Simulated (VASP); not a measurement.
A run of VASP 6.6.1:

File INCAR:

```
SYSTEM = Ba
ALGO = Normal
EDIFF = 1E-7
EDIFFG = -0.001
ENCUT = 600
GGA = PE
IBRION = 2
ISIF = 3
ISMEAR = -1
LASPH = .True.
LCHARG = .False.
LREAL = .False.
LWAVE = .False.
NELM = 60
NSW = 80
PREC = Accurate
SIGMA = 0.15
```

The input KPOINTS:

```
k-points
0
Gamma
  12 12 12
  0 0 0
```

POSCAR

```
Ba
1.0
   -2.5119562648      2.5119562648      2.5119562648
    2.5119562648     -2.5119562648      2.5119562648
    2.5119562648      2.5119562648     -2.5119562648
Ba
1
Direct
    0.0000000000      0.0000000000      0.0000000000
```

Potentials or basis: VASP PAW PBE potentials, release 64 (Ba_sv).

Launch:

```sh
$ cat potpaw_PBE.64/Ba_sv/POTCAR > POTCAR
$ mpirun -np 1 vasp_std > vasp.out
```

Hardware: 1 thread of Intel(R) Xeon(R) 6975P-C (Granite Rapids), on a shared host.

Task: How long does it take, and how much memory?

Result: Run time: 89 s on 1 thread of Intel(R) Xeon(R) 6975P-C (Granite Rapids), with other jobs on the host, peak memory 0.23 GiB. Counts: scf iterations 45, k points 72, ion steps 9.
